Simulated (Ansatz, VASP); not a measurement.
Two plane-wave programs on GaN

POSCAR

```
GaN
1.0
    0.0000000000      2.2535006075      2.2535006075
    2.2535006075      0.0000000000      2.2535006075
    2.2535006075      2.2535006075      0.0000000000
Ga N
1 1
Direct
    0.0000000000      0.0000000000      0.0000000000
    0.2500000000      0.2500000000      0.2500000000
```

The input INCAR.step1:

```
ALGO = Normal ; EDIFF = 1E-5
ENCUT = 520 ; GGA = PE
ISIF = 2 ; ISMEAR = -1
LASPH = T ; LREAL = F
LWAVE = T ; NBANDS = 16
NELM = 80 ; PREC = Accurate
SIGMA = 0.05
```

Contents of INCAR.step2:

```
AEXX = 0.25 ; ALGO = Normal
EDIFF = 1E-7 ; ENCUT = 520
GGA = PE ; HFSCREEN = 0.3
ISIF = 2 ; ISMEAR = -1
ISTART = 1 ; LASPH = T
LCHARG = T ; LELF = T
LHFCALC = T ; LREAL = F
LVHAR = T ; LWAVE = F
NBANDS = 16 ; NELM = 80
PREC = Accurate ; PRECFOCK = Normal
SIGMA = 0.05
```

The input KPOINTS:

```
k-points
0
Gamma
  5 5 5
```

The input input.yaml:

```yaml
crystal:
  lattice:
    - [0.0, 2.2535006075, 2.2535006075]
    - [2.2535006075, 0.0, 2.2535006075]
    - [2.2535006075, 2.2535006075, 0.0]
  atoms:
    - { symbol: Ga, position: [0.0, 0.0, 0.0] }
    - { symbol: "N", position: [0.25, 0.25, 0.25] }
hamiltonian:
  xc: { exchange: pbe, correlation: pbe, exx: { coeff: 0.25, omega: 0.3 } }
  pseudopotentials: { kind: paw }
kpoints:
  mp_grid: { grid: [5, 5, 5] }
  band_path:
    path:
      - [[0.0, 0.0, 0.0], [0.5, 0.0, 0.5], [0.5, 0.25, 0.75], [0.375, 0.375, 0.75], [0.0, 0.0, 0.0], [0.5, 0.5, 0.5], [0.625, 0.25, 0.625], [0.5, 0.25, 0.75], [0.5, 0.5, 0.5], [0.375, 0.375, 0.75]]
      - [[0.625, 0.25, 0.625], [0.5, 0.0, 0.5]]
    npoints: 4
scf:
  occupations: { method: fermi_dirac, width: 0.05 }
  n_extra_bands: 6
output:
  forces: true
  stress: true
  eigenvalues: true
  fatbands: false
```

Alike in both runs: functional PBE-based screened hybrid; k mesh 5 × 5 × 5; occupations fermi-dirac, width 0.05 eV; no spin polarisation.

```csv
,VASP,Ansatz
version,VASP 6.6.1,Ansatz 0.2.0
potentials or method,"VASP PAW PBE potentials, release 64 (Ga_d, N)",Ansatz PAW
plane-wave cutoff (eV),520,420
valence electrons in the cell,18,18
task,single point,band structure
```

VASP gave:

* gap on the k mesh at the Fermi level (eV): 2.77
* least direct gap on the mesh (eV): 2.77
* pressure (GPa): -0.9

Which values does Ansatz return?

gap on the k mesh at the Fermi level (eV): 2.76; least direct gap on the mesh (eV): 2.76; pressure (GPa): -0.8.

VASP's potentials were made for PBE, not for PBE-based screened hybrid. The functional is the same, so the differences come from potentials, cutoffs and numerics.

The k mesh is coarse, so the values compare programs but aren't converged.
